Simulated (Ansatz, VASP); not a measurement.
## TiSi: VASP beside Ansatz

```
Ti Si
1.0
     6.30660    0.00000    0.00000
     0.00000    3.52641    0.00000
     0.00000    0.00000    4.98819
Ti Si
4 4
Direct
  0.67599 0.25000 0.37139
  0.32401 0.75000 0.62861
  0.82401 0.75000 0.87139
  0.17599 0.25000 0.12861
  0.54389 0.25000 0.85535
  0.45611 0.75000 0.14465
  0.95611 0.75000 0.35535
  0.04389 0.25000 0.64465
```

Change from the starting cell: strain -0.030 along x and y, +0.000 along z, atoms carried along.

Alike in both runs: task single point; functional r2SCAN; k mesh 6 × 12 × 8; occupations gaussian, width 0.15 eV; no spin polarisation.

|  | VASP | Ansatz |
| --- | --- | --- |
| version | VASP 6.6.1 | Ansatz 0.2.0 |
| potentials or method | VASP PAW PBE potentials, release 64 (Ti_sv, Si), cutoff 520 eV | scalar-relativistic, plane waves, PAW |
| valence electrons in the cell | 64 | 64 |

|  | VASP | Ansatz | Ansatz less VASP |
| --- | --- | --- | --- |
| gap on the k mesh at the Fermi level (eV) | none | none | - |
| pressure (GPa) | 11.1 | 10.7 | -0.42 |
| traceless stress, the component that is largest in VASP (GPa) | -6.24 | -6.26 | -0.014 |
| rms of the force components (eV/Å) | 0.123 | 0.122 | -0.0006 |

VASP's potentials were made for PBE, not for r2SCAN. Atom by atom the forces differ by 0.005 eV/Å (rms over components). A gap of «none» marks a metal or a gap that the smearing closes. The functional is the same, so the differences come from potentials, cutoffs and numerics.
